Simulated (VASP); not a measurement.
A run of VASP 6.6.1:

File INCAR:

```
SYSTEM = CdTe
PREC     = Accurate       ! precision mode
ENCUT    = 500            ! plane-wave cutoff, eV
EDIFF    = 1E-6           ! SCF threshold, eV
ISMEAR   = 0              ! smearing method
SIGMA    = 0.05           ! smearing width, eV
LREAL    = .FALSE.        ! projectors in reciprocal space
LASPH    = .TRUE.         ! aspherical terms in the spheres
NELM     = 120            ! most SCF steps
ALGO     = Normal         ! electronic algorithm
ISIF     = 2              ! what is computed and relaxed
LWAVE    = .FALSE.        ! write WAVECAR
LCHARG   = .FALSE.        ! write CHGCAR
GGA      = B5             ! functional
ALDAX    = 1.0          
AGGAX    = 1.0          
AGGAC    = 1.0          
ALDAC    = 0.0          
NBANDS   = 16             ! bands
GGA_COMPAT= .FALSE.
```

KPOINTS

```
Automatic mesh
0
G
  6 6 6
  0 0 0
```

Contents of POSCAR:

```
CdTe
1.0
    0.0000000000      3.2536371309      3.2536371309
    3.2536371309      0.0000000000      3.2536371309
    3.2536371309      3.2536371309      0.0000000000
Cd Te
1 1
Direct
    0.0000000000      0.0000000000      0.0000000000
    0.2500000000      0.2500000000      0.2500000000
```

Potentials or basis: VASP PAW PBE potentials, release 64 (Cd, Te).

The run is started by

```bash
$ cat potpaw_PBE.64/Cd/POTCAR potpaw_PBE.64/Te/POTCAR > POTCAR
$ mpirun -np 1 vasp_std > vasp.out
```

Hardware: 1 thread of Intel(R) Xeon(R) Platinum 8488C (Sapphire Rapids) (shared host).

Problem. Estimate the wall time of this run.

Solution. It took 24 s on 1 thread of Intel(R) Xeon(R) Platinum 8488C (Sapphire Rapids), on a shared host, peak memory 0.21 GiB. Counts: scf iterations 13, k points 16.
